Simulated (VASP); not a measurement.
Set up this calculation in VASP 6.6.1, as the native input.

```yaml
Task: relaxation of cell and atoms
Functional: PBE
Potentials_or_basis: VASP PAW PBE potentials, release 64 (Hf_pv, B)
Cutoff: 600 eV
k_mesh: 4 × 4 × 4
Occupations: gaussian, width 0.1 eV
Spin: no spin polarisation
Dipole_correction: no
Further_INCAR_settings: ALGO = Normal; EDIFF = 1e-06; IBRION = 2; EDIFFG = -0.04; NSW = 90; ISIF = 3
```

The structure of HfB2 lies in POSCAR:

```
HfB2
1.0
    0.0000000000      3.8445464500      3.8445464500
    3.8445464500      0.0000000000      3.8445464500
    3.8445464500      3.8445464500      0.0000000000
Hf B
2 4
Direct
    0.0000000000      0.0000000000      0.0000000000
    0.2500000000      0.2500000000      0.2500000000
    0.1250000000      0.1250000000      0.1250000000
    0.1250000000      0.1250000000      0.6250000000
    0.1250000000      0.6250000000      0.1250000000
    0.6250000000      0.1250000000      0.1250000000
```

The cell was generated, and may not be a known phase.

The input as run:

INCAR

```
SYSTEM = HfB2
  ALGO = Normal
  EDIFF = 1E-6
  EDIFFG = -0.04
  ENCUT = 600
  GGA = PE
  IBRION = 2
  ISIF = 3
  ISMEAR = 0
  LASPH = .TRUE.
  LCHARG = .FALSE.
  LREAL = .FALSE.
  LWAVE = .FALSE.
  NELM = 80
  NSW = 90
  PREC = Accurate
  SIGMA = 0.1
```

KPOINTS

```
k-points
0
G
  4 4 4
  0 0 0
```

Potentials or basis: VASP PAW PBE potentials, release 64 (Hf_pv, B).

The run is started by

```console
$ cat potpaw_PBE.64/Hf_pv/POTCAR potpaw_PBE.64/B/POTCAR > POTCAR
$ mpirun -np 1 vasp_std > vasp.out
```

Results of the run:

```
Relaxed volume                        : 49.50 Å³/atom
Relaxed cell                          : a = 7.489 Å, b = 7.489 Å, c = 7.489 Å, α = 60.00°, β = 60.00°, γ = 60.00°
Space group after relaxing (to 0.1 Å) : Fd-3m (No. 227)
Energy gained by relaxing             : 3926.4 meV/atom
Ionic steps                           : 5
Pressure after relaxing               : 0.1 GPa
Band gap on the k mesh                : zero (filled and empty bands touch)
```

Caveat: the volume moved by over 15 % at a fixed basis, so the end points are rough; spin-orbit coupling is left out, which moves the levels of the heavy elements.

Run time: 3.8 min on 1 thread of Intel Xeon 8259CL, on a shared host, peak memory 0.33 GiB.
